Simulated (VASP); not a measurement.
A run of VASP 6.6.1:

INCAR

```
PREC = Accurate ; ENCUT = 520
EDIFF = 1E-8 ; ISMEAR = -1
SIGMA = 0.02 ; LREAL = Auto
LASPH = T ; NELM = 80
ALGO = Normal ; ISIF = 2
LWAVE = F ; LCHARG = F
GGA = PE ; LEFG = T
NBANDS = 86
```

The input KPOINTS:

```
regular mesh
0
Gamma
  10 10 1
```

POSCAR

```
SiC
1.0
    3.0764846774      0.0000000000      0.0000000000
   -1.5382423387      2.6643138850      0.0000000000
    0.0000000000      0.0000000000     40.2676834000
Si C
16 16
Direct
    0.3333333333      0.6666666667      0.8125116600
    0.3333333333      0.6666666667      0.5624873200
    0.0000000000      0.0000000000      0.3750284400
    0.6666666667      0.3333333333      0.9374433700
    0.6666666667      0.3333333333      0.0624873200
    0.0000000000      0.0000000000      0.2499807700
    0.0000000000      0.0000000000      0.8750284400
    0.6666666667      0.3333333333      0.6874646200
    0.6666666667      0.3333333333      0.4999731500
    0.3333333333      0.6666666667      0.4374433700
    0.3333333333      0.6666666667      0.9999731500
    0.0000000000      0.0000000000      0.7499807700
    0.6666666667      0.3333333333      0.3125116600
    0.0000000000      0.0000000000      0.6249155300
    0.3333333333      0.6666666667      0.1874646200
    0.0000000000      0.0000000000      0.1249155300
    0.0000000000      0.0000000000      0.1717881400
    0.3333333333      0.6666666667      0.4843068800
    0.6666666667      0.3333333333      0.3595215500
    0.3333333333      0.6666666667      0.0469775000
    0.6666666667      0.3333333333      0.5469775000
    0.0000000000      0.0000000000      0.9218953400
    0.3333333333      0.6666666667      0.6093571800
    0.6666666667      0.3333333333      0.7344750700
    0.0000000000      0.0000000000      0.4218953400
    0.6666666667      0.3333333333      0.9843068800
    0.0000000000      0.0000000000      0.7968334900
    0.6666666667      0.3333333333      0.1093571800
    0.3333333333      0.6666666667      0.8595215500
    0.0000000000      0.0000000000      0.2968334900
    0.0000000000      0.0000000000      0.6717881400
    0.3333333333      0.6666666667      0.2344750700
```

Potentials or basis: VASP PAW PBE potentials, release 64 (Si, C).

Launch:

```console
$ cat potpaw_PBE.64/Si/POTCAR potpaw_PBE.64/C/POTCAR > POTCAR
$ mpirun -np 1 vasp_std > vasp.out
```

Hardware: 1 thread of AMD EPYC 7R13 Processor (Zen 3), with other jobs on the host.

**Question.** Estimate the wall time of this run.

**Answer.** Wall time 11 min on 1 thread of AMD EPYC 7R13 Processor (Zen 3), on a shared host, peak memory 0.5 GiB. Counts: scf iterations 19, k points 14.
